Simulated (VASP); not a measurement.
Ta2Ru, 6 atoms in the cell. Symmetry: P-62m, No. 189, hexagonal system. Conventional cell: a = 7.435 Å, b = 7.435 Å, c = 2.823 Å, α = 90.00°, β = 90.00°, γ = 120.00°. Ta (site symmetry m2m) has 2 Ru at 2.42 Å and 3 Ta at 2.60 to 2.82 Å within 3.2 Å. Ta (site symmetry -62m) has 5 Ta at 2.60 to 2.82 Å within 3.4 Å. Ru (site symmetry -6) has 3 Ta at 2.42 Å and 2 Ru at 2.82 Å within 3.2 Å. The cell was generated, and may not be a known phase.

```yaml
Program: VASP 6.6.1
Task: single point
Functional: PBE
Potentials_or_basis: VASP PAW PBE potentials, release 64 (Ta_sv_GW, Ru_sv)
Cutoff: 560 eV
k_mesh: 3 × 3 × 6
Occupations: gaussian, width 0.1 eV
Spin: no spin polarisation
Dipole_correction: no
Further_INCAR_settings: ALGO = Normal; EDIFF = 1e-06; NBANDS = 51
```

Potentials or basis: VASP PAW PBE potentials, release 64 (Ta_sv_GW, Ru_sv).

The run is started by

```console
$ cat potpaw_PBE.64/Ta_sv_GW/POTCAR potpaw_PBE.64/Ru_sv/POTCAR > POTCAR
$ mpirun -np 1 vasp_std > vasp.out
```

Hardware: 1 thread of Intel(R) Xeon(R) Platinum 8259CL CPU @ 2.50GHz (Skylake/Cascade Lake) (shared host).

Question: Estimate the wall time of this run.

Answer: Wall time 2.4 min on 1 thread of Intel(R) Xeon(R) Platinum 8259CL CPU @ 2.50GHz (Skylake/Cascade Lake) (shared host), peak memory 0.31 GiB. Counts: scf iterations 20, k points 12.
